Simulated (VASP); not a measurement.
Set up this calculation in VASP 6.6.1, as the native input.

```yaml
Task: single point
Functional: PBE
Potentials_or_basis: VASP PAW PBE potentials, release 64 (Nd, S)
Cutoff: 520 eV
k_mesh: 4 × 4 × 4
Occupations: gaussian, width 0.1 eV
Spin: no spin polarisation
Dipole_correction: no
Further_INCAR_settings: ALGO = Normal; EDIFF = 1e-07; NBANDS = 31
```

The structure of NdS5 lies in POSCAR:

```
NdS5
1.0
    0.0000000000      4.0970519400      4.0970519400
    4.0970519400      0.0000000000      4.0970519400
    4.0970519400      4.0970519400      0.0000000000
Nd S
1 5
Direct
    0.0000000000      0.0000000000      0.0000000000
    0.2500000000      0.2500000000      0.2500000000
    0.6237722100      0.1286833600      0.6237722100
    0.6237722100      0.6237722100      0.1286833600
    0.6237722100      0.6237722100      0.6237722100
    0.1286833600      0.6237722100      0.6237722100
```

One way to write it, as run:

INCAR

```
SYSTEM = NdS5
PREC = Accurate
ENCUT = 520
EDIFF = 1E-7
ISMEAR = 0
SIGMA = 0.1
LREAL = .FALSE.
LASPH = .TRUE.
NELM = 60
ALGO = Normal
ISIF = 2
LWAVE = .FALSE.
LCHARG = .FALSE.
GGA = PE
NBANDS = 31
```

KPOINTS

```
regular mesh
0
G
  4 4 4
  0 0 0
```

Potentials or basis: VASP PAW PBE potentials, release 64 (Nd, S).

Run with:

```bash
$ cat potpaw_PBE.64/Nd/POTCAR potpaw_PBE.64/S/POTCAR > POTCAR
$ mpirun -np 1 vasp_std > vasp.out
```

It gave:

```
Pressure               : -12.3 GPa
Largest force          : 0.126 eV/Å
Band gap on the k mesh : zero (band 22 reaches 4.30 eV, above the bottom of band 23 at 4.21 eV)
```

Caveat: spin-orbit coupling is left out, which moves the levels of the heavy elements; the run has no spin polarisation, though such a crystal can be magnetic; without U or exact exchange the open f shell lies at the Fermi level, which spoils levels, moments and volumes.

Wall time 2.3 min on 1 thread of Intel(R) Xeon(R) Platinum 8559C (Emerald Rapids), on a shared host, peak memory 0.32 GiB.
